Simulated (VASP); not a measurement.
## Al3InAs4: single point with PBE

Al3InAs4:

```
CELL_PARAMETERS angstrom
5.83549 0.00000 0.00000
0.00000 5.83549 0.00000
0.00000 0.00000 5.83549
ATOMIC_POSITIONS crystal
Al 0.50000 0.00000 0.00000
Al 0.00000 0.00000 0.50000
Al 0.00000 0.50000 0.00000
In 0.50000 0.50000 0.50000
As 0.76063 0.23937 0.76063
As 0.76063 0.76063 0.23937
As 0.23937 0.23937 0.23937
As 0.23937 0.76063 0.76063
```

| Quantity | Value |
| --- | --- |
| Program | VASP 6.6.1 |
| Task | single point |
| Functional | PBE |
| Potentials or basis | VASP PAW PBE potentials, release 64 (Al, In_d, As) |
| Cutoff | 520 eV |
| k mesh | 6 × 6 × 6 |
| Occupations | gaussian, width 0.02 eV |
| Spin | no spin polarisation |
| Dipole correction | no |
| Further INCAR settings | ALGO = Normal; EDIFF = 1e-06; NBANDS = 31 |

```
Pressure               : 0.1 GPa
Largest force          : 0.008 eV/Å
Band gap on the k mesh : 1.16 eV, direct
```

Forces in eV/Å, atoms in the order of the input:
```
Al   0.000  0.000  0.000
Al   0.000  0.000  0.000
Al   0.000  0.000  0.000
In   0.000  0.000  0.000
As   0.004 -0.004  0.004
As   0.004  0.004 -0.004
As  -0.004 -0.004 -0.004
As  -0.004  0.004  0.004
```

Levels at points of the mesh, in eV from the valence-band top:
```
           k point  band 19  band 20  band 21  band 22  band 23  band 24
(0.00, 0.00, 0.00)     0.00     0.00     0.00     1.16     1.63     1.63
(0.50, 0.00, 0.00)    -1.44    -1.07    -1.07     2.38     2.63     3.28
(0.50, 0.50, 0.00)    -0.87    -0.69    -0.69     2.96     2.96     3.08
(0.50, 0.50, 0.50)    -0.51    -0.51    -0.51     1.43     1.79     1.79
```

Run time: 2.9 min on 1 thread of Intel Xeon 6975P-C (shared host), peak memory 0.4 GiB.

Caveat: spin-orbit coupling is left out, which moves the levels of the heavy elements. A k mesh can miss the band edges.
